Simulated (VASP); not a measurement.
Input of a VASP 6.6.1 run:

The input INCAR:

```
SYSTEM = Si3C2
PREC = Accurate
ENCUT = 520
EDIFF = 1E-6
ISMEAR = 0
SIGMA = 0.1
LREAL = .FALSE.
LASPH = .TRUE.
NELM = 150
ALGO = Normal
ISIF = 2
LWAVE = .FALSE.
LCHARG = .FALSE.
ISPIN = 2
MAGMOM = 0 0 0 0 0 0 1 1 1 1
LORBIT = 11
GGA = PE
NBANDS = 35
```

Contents of KPOINTS:

```
regular mesh
0
G
  6 6 1
  0 0 0
```

The input POSCAR:

```
Si3C2
1.0
    2.6702897000      0.0000000000      0.0000000000
   -1.3351448500      2.3125387100      0.0000000000
    0.0000000000      0.0000000000     23.0654654800
Si C
6 4
Direct
    0.3333333300      0.6666666700      0.7500000000
    0.3333333300      0.6666666700      0.9500000000
    0.3333333300      0.6666666700      0.1500000000
    0.6666666700      0.3333333300      0.8500000000
    0.6666666700      0.3333333300      0.0500000000
    0.6666666700      0.3333333300      0.2500000000
    0.3333333300      0.6666666700      0.3500000000
    0.3333333300      0.6666666700      0.5500000000
    0.6666666700      0.3333333300      0.4500000000
    0.6666666700      0.3333333300      0.6500000000
```

Potentials or basis: VASP PAW PBE potentials, release 64 (Si, C).

The run is started by

```bash
$ cat potpaw_PBE.64/Si/POTCAR potpaw_PBE.64/C/POTCAR > POTCAR
$ mpirun -np 1 vasp_std > vasp.out
```

**Question.** Estimate the band gap on the k mesh.

**Answer.** Zero (filled and empty bands overlap).

**Question.** Predict the pressure.

**Answer.** -11.5 GPa.

Forces in eV/Å, atoms in the order of the input:
```
Si   0.000  0.000 -1.192
Si   0.000  0.000 -0.193
Si   0.000  0.000 -0.183
Si   0.000  0.000  0.183
Si   0.000  0.000  0.193
Si   0.000  0.000  1.192
C    0.000  0.000 -0.120
C    0.000  0.000  0.040
C    0.000  0.000 -0.040
C    0.000  0.000  0.120
```

Caveat: the k points lie up to 0.45 Å⁻¹ apart; forces of over 1 eV/Å act on the atoms, so gaps and moduli don't describe the material at rest.
